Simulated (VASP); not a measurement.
# Ni3Ge (Pm-3m) in VASP: a series of runs

Runs on Ni3Ge. Level: PBEsol. Tasks: single point.

Everything below comes from runs of VASP 6.6.1. Logs are shortened: lines on timing, memory, paths and dates and some standing lists are left out, and cuts for length are marked.

### Step 1. The cell of the first run

The structure is cubic, space group Pm-3m (No. 221). Conventional cell: a = 3.530 Å, b = 3.530 Å, c = 3.530 Å, α = 90.00°, β = 90.00°, γ = 90.00°. Within 3.3 Å of Ni (site symmetry 4/mmm) lie 8 Ni at 2.50 Å and 4 Ge at 2.50 Å. Within 3.3 Å of Ge (site symmetry m-3m) lie 12 Ni at 2.50 Å.

### Step 2. Single point, PBEsol

INCAR reads:

```
SYSTEM = Ni3Ge
PREC = Accurate
ENCUT = 520
EDIFF = 1E-6
ISMEAR = 1
SIGMA = 0.2
LREAL = .FALSE.
LASPH = .TRUE.
NELM = 60
ALGO = Normal
ISIF = 2
LWAVE = .FALSE.
LCHARG = .FALSE.
GGA = PS
NBANDS = 30
```

KPOINTS reads:

```
Automatic mesh
0
G
  12 12 12
  0 0 0
```

POSCAR reads:

```
Ni3Ge
1.0
    3.5303341067      0.0000000000      0.0000000000
    0.0000000000      3.5303341067      0.0000000000
    0.0000000000      0.0000000000      3.5303341067
Ni Ge
3 1
Direct
    0.5000000000      0.0000000000      0.5000000000
    0.0000000000      0.5000000000      0.5000000000
    0.5000000000      0.5000000000      0.0000000000
    0.0000000000      0.0000000000      0.0000000000
```

Potentials or basis: VASP PAW PBE potentials, release 64 (Ni, Ge_d).

Command:

```console
$ cat potpaw_PBE.64/Ni/POTCAR potpaw_PBE.64/Ge_d/POTCAR > POTCAR
$ mpirun -np 1 vasp_std > vasp.out
```

OUTCAR:

```text
SYSTEM = Ni3Ge
   PREC = Accurate
   ENCUT = 520
   EDIFF = 1E-6
   ISMEAR = 1
   LREAL = .FALSE.
   LASPH = .TRUE.
   NELM = 60
   ISIF = 2
   GGA = PS

 ion  position               nearest neighbor table
   1  0.500  0.000  0.500-   2 2.50   3 2.50   4 2.50   3 2.50   4 2.50   2 2.50   3 2.50   3 2.50
                             2 2.50   4 2.50   4 2.50   2 2.50
   2  0.000  0.500  0.500-   1 2.50   3 2.50   4 2.50   3 2.50   4 2.50   1 2.50   4 2.50   4 2.50
                             1 2.50   3 2.50   3 2.50   1 2.50
   3  0.500  0.500  0.000-   1 2.50   2 2.50   4 2.50   1 2.50   2 2.50   1 2.50   4 2.50   1 2.50
                             2 2.50   4 2.50   2 2.50   4 2.50
   4  0.000  0.000  0.000-   1 2.50   2 2.50   3 2.50   1 2.50   2 2.50   2 2.50   3 2.50   2 2.50
                             1 2.50   3 2.50   1 2.50   3 2.50

  LATTYP: Found a simple cubic cell.
 ALAT       =     3.5303341067

  Lattice vectors:

 A1 = (   3.5303341067,   0.0000000000,   0.0000000000)
 A2 = (   0.0000000000,   3.5303341067,   0.0000000000)
 A3 = (   0.0000000000,   0.0000000000,   3.5303341067)

Analysis of symmetry for initial positions (statically):
=====================================================================
 Subroutine PRICEL returns:
 Original cell was already a primitive cell.

 Routine SETGRP: Setting up the symmetry group for a
 simple cubic supercell.

 Subroutine GETGRP returns: Found 48 space group operations
 (whereof 48 operations were pure point group operations)
 out of a pool of 48 trial point group operations.

The static configuration has the point symmetry O_h .

Analysis of symmetry for dynamics (positions and initial velocities):
=====================================================================
 Subroutine PRICEL returns:
 Original cell was already a primitive cell.

 Routine SETGRP: Setting up the symmetry group for a
 simple cubic supercell.

 Subroutine GETGRP returns: Found 48 space group operations
 (whereof 48 operations were pure point group operations)
 out of a pool of 48 trial point group operations.

The dynamic configuration has the point symmetry O_h .

 Subroutine INISYM returns: Found 48 space group operations
 (whereof 48 operations are pure point group operations),
 and found     1 'primitive' translations

----------------------------------------------------------------------------------------

                                     Primitive cell

  volume of cell :      43.9995
[... 93 lines left out ...]
   EDIFF  = 0.1E-05   stopping-criterion for ELM
   LREAL  =      F    real-space projection
   EDIFFG = 0.1E-04   stopping-criterion for IOM
   NSW    =      0    number of steps for IOM
   IBRION =     -1    ionic relax: 0-MD 1-quasi-New 2-CG
   NFREE  =      0    steps in history (QN), initial steepest desc. (CG)
   ISIF   =      2    stress and relaxation
   ISYM   =      2    0-nonsym 1-usesym 2-fastsym
   POTIM  = 0.5000    time-step for ionic-motion
   TEBEG  =    0.0;   TEEND  =   0.0 temperature during run
   PSTRESS=    0.0 pullay stress
   NELECT =      44.0000    total number of electrons
   NUPDOWN=      -1.0000    fix difference up-down
   EMIN   =  10.00;   EMAX   =-10.00  energy-range for DOS
   EFERMI =   0.00;   METHOD = LEGACY
   ISMEAR =     1;   SIGMA  =   0.20  broadening in eV -4-tet -1-fermi 0-gaus
   EFERMI_NEDOS =   21; number of points for ismear=-14 and -15
   IALGO  =     38    algorithm
   IMIX   =      4    mixing-type and parameters
     AMIX     =   0.40;   BMIX     =  1.00
     AMIX_MAG =   1.60;   BMIX_MAG =  1.00
  volume/ion in A,a.u.               =      11.00        74.23
  Fermi-wavevector in a.u.,A,eV,Ry     =   1.637105  3.093680 36.465156  2.680113
  Thomas-Fermi vector in A             =   2.728300
   LORBIT       =      0    0 simple, 1 ext, 2 COOP (PROOUT), +10 PAW based schemes
   GGA     = PS    functional components
   LHFCALC =     F    Hartree Fock is set to
   AEXX    =    0.0000 exact exchange contribution
   IVDW    =     0    specifies the selected vdW correction
   LEPSILON=     F    determine dielectric tensor
   LRPA    =     F    only Hartree local field effects (RPA)
 non-spin polarized calculation
 Methfessel and Paxton  Order N= 1 SIGMA  =   0.20
  energy-cutoff  :      520.00
  volume of cell :       44.00
 maximum number of plane-waves:      1213
 NGX is ok and might be reduce to    28
   NGX = 13   NGY = 13   NGZ = 13

 number of electron      43.9999972 magnetization

 Free energy of the ion-electron system (eV)
  ---------------------------------------------------
  ext. energy  EPLUGINS =         0.00000000
  ---------------------------------------------------
  free energy    TOTEN  =       -24.73812424 eV

  energy without entropy =      -24.74260439  energy(sigma->0) =      -24.73961762

 E-fermi :  10.1881     XC(G=0): -13.6500

 val. band max:       10.1809585217   @ k =   0.0833   0.0833   0.0000
 cond. band min:      10.2157522214   @ k =   0.4167   0.4167   0.3333
 fundamental gap:      0.0347936997
 Fermi energy:        10.1880724768

 k-point     1 :       0.0000    0.0000    0.0000
  band No.  band energies     occupation
      1     -14.3904      2.00000
      2     -14.3904      2.00000
      3     -14.3757      2.00000
      4     -14.3757      2.00000
      5     -14.3757      2.00000
      6      -2.3623      2.00000
[... 781 lines left out ...]
     29      20.0571      0.00000
     30      21.1049      0.00000

 [... further k-points ...]

------------------------ aborting loop because EDIFF is reached ----------------------------------------

  FORCE on cell =-STRESS in cart. coord.  units (eV):
  Direction    XX          YY          ZZ          XY          YZ          ZX
  --------------------------------------------------------------------------------------
  -------------------------------------------------------------------------------------
  Total       -0.1822461     -0.1822461     -0.1822461     -0.0000000     -0.0000000      0.0000000
  in kB       -6.6362281     -6.6362281     -6.6362281     -0.0000000     -0.0000000      0.0000000
  external PRESSURE =      -6.6362281 kB  Pullay stress =       0.0000000 kB

 VOLUME and BASIS-vectors are now :
 -----------------------------------------------------------------------------
  energy-cutoff  :      520.00
  volume of cell :       44.00
      direct lattice vectors                 reciprocal lattice vectors
     3.530334107  0.000000000  0.000000000     0.283259309  0.000000000  0.000000000
     0.000000000  3.530334107  0.000000000     0.000000000  0.283259309  0.000000000
     0.000000000  0.000000000  3.530334107     0.000000000  0.000000000  0.283259309

 POSITION                                       TOTAL-FORCE (eV/Angst)
 -----------------------------------------------------------------------------------
      1.76517      0.00000      1.76517         0.000000      0.000000      0.000000
      0.00000      1.76517      1.76517         0.000000      0.000000      0.000000
      1.76517      1.76517      0.00000         0.000000      0.000000      0.000000
      0.00000      0.00000      0.00000         0.000000      0.000000      0.000000
 -----------------------------------------------------------------------------------
    total drift:                                0.000000      0.000000      0.000000

  FREE ENERGIE OF THE ION-ELECTRON SYSTEM (eV)
  ---------------------------------------------------
  free  energy   TOTEN  =       -24.7381242392 eV

  energy  without entropy=      -24.7426043873  energy(sigma->0) =      -24.73961762
```

OSZICAR:

```text
N       E                     dE             d eps       ncg     rms          rms(c)
DAV:   1     0.313802868254E+03    0.31380E+03   -0.19817E+04  5556   0.333E+03
DAV:   2     0.110503601542E+02   -0.30275E+03   -0.28829E+03  5040   0.537E+02
DAV:   3    -0.271077034637E+02   -0.38158E+02   -0.37254E+02  5352   0.164E+02
DAV:   4    -0.282714973472E+02   -0.11638E+01   -0.11624E+01  5754   0.330E+01
DAV:   5    -0.282949896578E+02   -0.23492E-01   -0.23491E-01  6594   0.410E+00    0.187E+01
DAV:   6    -0.276441407611E+02    0.65085E+00   -0.32778E+01  5868   0.821E+01    0.150E+01
DAV:   7    -0.248290176860E+02    0.28151E+01   -0.12638E+01  5678   0.481E+01    0.360E+00
DAV:   8    -0.247489108462E+02    0.80107E-01   -0.38632E-01  5948   0.533E+00    0.971E-01
DAV:   9    -0.247397979687E+02    0.91129E-02   -0.19838E-02  6538   0.164E+00    0.339E-01
DAV:  10    -0.247381357955E+02    0.16622E-02   -0.22403E-03  6914   0.545E-01    0.925E-02
DAV:  11    -0.247381298909E+02    0.59046E-05   -0.22453E-04  5758   0.124E-01    0.378E-02
DAV:  12    -0.247381238286E+02    0.60623E-05   -0.25684E-05  6000   0.779E-02    0.745E-03
DAV:  13    -0.247381242392E+02   -0.41055E-06   -0.24453E-06  5132   0.161E-02
   1 F= -.24738124E+02 E0= -.24739618E+02  d E =0.448015E-02
```

Run time: 2.2 min. Hardware: 1 thread of AMD EPYC 7R43 (Zen 3), shared host; peak memory 0.18 GiB.

What came out:

```
Free energy            : -24.7381 eV
Pressure               : -0.7 GPa
Band gap on the k mesh : zero (band 22 reaches 10.22 eV, above the bottom of band 23 at 9.99 eV)
```

Levels at points of the mesh, in eV from the Fermi level:
| k point | band 20 | band 21 | band 22 | band 23 | band 24 | band 25 |
| --- | --- | --- | --- | --- | --- | --- |
| (0.00, 0.00, 0.00) | -0.58 | -0.28 | 0.03 | 0.03 | 0.03 | 3.97 |
| (0.50, 0.00, 0.00) | -1.13 | -0.53 | 0.03 | 3.63 | 3.63 | 4.68 |
| (0.50, 0.50, 0.00) | -1.10 | -0.94 | -0.93 | 0.64 | 0.64 | 5.72 |
| (0.50, 0.50, 0.50) | -1.16 | -0.52 | -0.20 | -0.20 | -0.20 | 0.70 |

Caveat: the PAW data sets were made with another functional, which shifts forces and pressure a little.

### Step 3. Single point, PBEsol

INCAR reads:

```
PREC = Accurate ; ENCUT = 590
EDIFF = 1E-6 ; ISMEAR = 0
SIGMA = 0.1 ; LREAL = False
LASPH = True ; NELM = 120
ALGO = Normal ; ISIF = 2
LWAVE = False ; LCHARG = True
GGA = PS ; LELF = True
LVHAR = True ; NBANDS = 42
GGA_COMPAT = False
```

KPOINTS reads:

```
Automatic mesh
0
Gamma
  1 1 1
```

POSCAR is that of step 2.

Potentials or basis: VASP PAW PBE potentials, release 64 (Ni_sv_GW, Ge_d).

Command:

```console
$ cat potpaw_PBE.64/Ni_sv_GW/POTCAR potpaw_PBE.64/Ge_d/POTCAR > POTCAR
$ mpirun -np 1 vasp_gam > vasp.out
```

It took 26 s on 1 thread of Intel Xeon Platinum 8375C at 2.90GHz (Ice Lake), shared host; peak memory 0.16 GiB.

The run converged. Its results:

```
Free energy            : -17.1770 eV
Pressure               : 18.0 GPa
Band gap on the k mesh : zero (filled and empty bands touch)
```

Levels at points of the mesh, in eV from the Fermi level:
```tsv
k point	band 32	band 33	band 34	band 35	band 36	band 37	band 38	band 39	band 40	band 41
(0.00, 0.00, 0.00)	-0.07	-0.05	-0.01	-0.01	-0.01	4.57	7.42	7.42	11.07	11.07
```

Caveat: the k points lie up to 1.78 Å⁻¹ apart; the PAW data sets were made with another functional, which shifts forces and pressure a little. Spin polarisation is off, so any magnetic state and its effect on volume and gap are missing.
